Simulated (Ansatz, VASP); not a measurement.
# Two plane-wave programs on GaN

Contents of POSCAR:

```
GaN
1.0
    2.9965836989      0.0000000000      0.0000000000
   -1.4982918495      2.5951176078      0.0000000000
    0.0000000000      0.0000000000      5.0827597055
Ga N
2 2
Direct
    0.0000000000      0.0000000000      0.0000000000
    0.0000000000      0.0000000000      0.5000000000
    0.3333333333      0.6666666667      0.2500000000
    0.6666666667      0.3333333333      0.7500000000
```

Contents of INCAR.step1:

```
PREC     = Accurate       # precision mode
ENCUT    = 1460           # plane-wave cutoff, eV
ISMEAR   = 0              # smearing method
SIGMA    = 0.01           # smearing width, eV
LREAL    = F              # projectors in reciprocal space
LASPH    = T              # aspherical terms in the spheres
NELM     = 120            # most SCF steps
NBANDS   = 26             # bands
GGA      = PE             # functional
ALGO     = Normal         # electronic algorithm
EDIFF    = 1E-5           # SCF threshold, eV
LWAVE    = T              # write WAVECAR
LCHARG   = F              # write CHGCAR
GGA_COMPAT= F
```

INCAR.step2

```
PREC     = Accurate       # precision mode
ENCUT    = 1460           # plane-wave cutoff, eV
EDIFF    = 1E-6           # SCF threshold, eV
ISMEAR   = 0              # smearing method
SIGMA    = 0.01           # smearing width, eV
LREAL    = F              # projectors in reciprocal space
LASPH    = T              # aspherical terms in the spheres
NELM     = 120            # most SCF steps
ALGO     = Normal         # electronic algorithm
ISIF     = 2              # what is computed and relaxed
LWAVE    = F              # write WAVECAR
LCHARG   = F              # write CHGCAR
METAGGA  = R2SCAN         # meta-GGA
LMIXTAU  = T            
NBANDS   = 26             # bands
ISTART   = 1            
GGA_COMPAT= F
```

File KPOINTS:

```
regular mesh
0
Gamma
  9 9 4
```

Input for Ansatz:

```yaml
crystal:
  lattice:
    - [2.9965836989, 0.0, 0.0]
    - [-1.4982918495, 2.5951176078, 0.0]
    - [0.0, 0.0, 5.0827597055]
  atoms:
    - { symbol: Ga, position: [0.0, 0.0, 0.0] }
    - { symbol: Ga, position: [0.0, 0.0, 0.5] }
    - { symbol: "N", position: [0.3333333333, 0.6666666667, 0.25] }
    - { symbol: "N", position: [0.6666666667, 0.3333333333, 0.75] }
kpoints:
  mp_grid: { grid: [9, 9, 4] }
hamiltonian:
  xc: r2scan
scf:
  occupations: { method: fixed }
  n_extra_bands: 5
output:
  forces: true
  stress: true
  eigenvalues: true
```

Alike in both runs: task single point; functional r2SCAN; k mesh 9 × 9 × 4; no spin polarisation.

|  | VASP | Ansatz |
| --- | --- | --- |
| version | VASP 6.6.1 | Ansatz 0.2.0 |
| potentials or method | VASP PAW PBE potentials, release 64 (Ga_d, N_h) | plane waves, PAW |
| plane-wave cutoff (eV) | 1460 | 500 |
| occupations | gaussian, width 0.01 eV | fixed |
| valence electrons in the cell | 36 | 36 |

|  | VASP | Ansatz | Ansatz less VASP |
| --- | --- | --- | --- |
| gap on the k mesh at the Fermi level (eV) | 1.70 | 1.72 | +0.024 |
| pressure (GPa) | -5.6 | -6.4 | -0.86 |
| traceless stress, the component that is largest in VASP (GPa) | -0.71 | -0.78 | -0.073 |

VASP's potentials were made for PBE, not for r2SCAN.
